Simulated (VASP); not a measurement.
Here is a VASP 6.6.1 calculation.

Contents of INCAR:

```
SYSTEM = H
PREC = Accurate
ENCUT = 520
EDIFF = 1E-7
ISMEAR = 0
SIGMA = 0.05
LREAL = .False.
LASPH = .True.
NELM = 80
ALGO = Normal
ISIF = 2
LWAVE = .False.
LCHARG = .False.
GGA = PE
IVDW = 12
NBANDS = 6
```

The input KPOINTS:

```
regular mesh
0
Gamma
  10 10 26
  0 0 0
```

Contents of POSCAR:

```
H
1.0
    2.6496387389      0.0000000000      0.0000000000
    0.0000000000      2.6496387389      0.0000000000
    0.0000000000      0.0000000000      0.9804929200
H
1
Direct
    0.0000000000      0.0000000000      0.5000000000
```

Potentials or basis: VASP PAW PBE potentials, release 64 (H).

The run is started by

```sh
$ cat potpaw_PBE.64/H/POTCAR > POTCAR
$ mpirun -np 1 vasp_std > vasp.out
```

What does it give for the pressure?

0.9 GPa.

Estimate the band gap on the k mesh.

zero (an odd number of electrons rules out a gap without spin polarisation).

Predict the dispersion energy per atom.

-0.073 eV.

Stress tensor (GPa, compression positive):
```
0.44 0.00 0.00
0.00 0.44 0.00
0.00 0.00 1.93
```
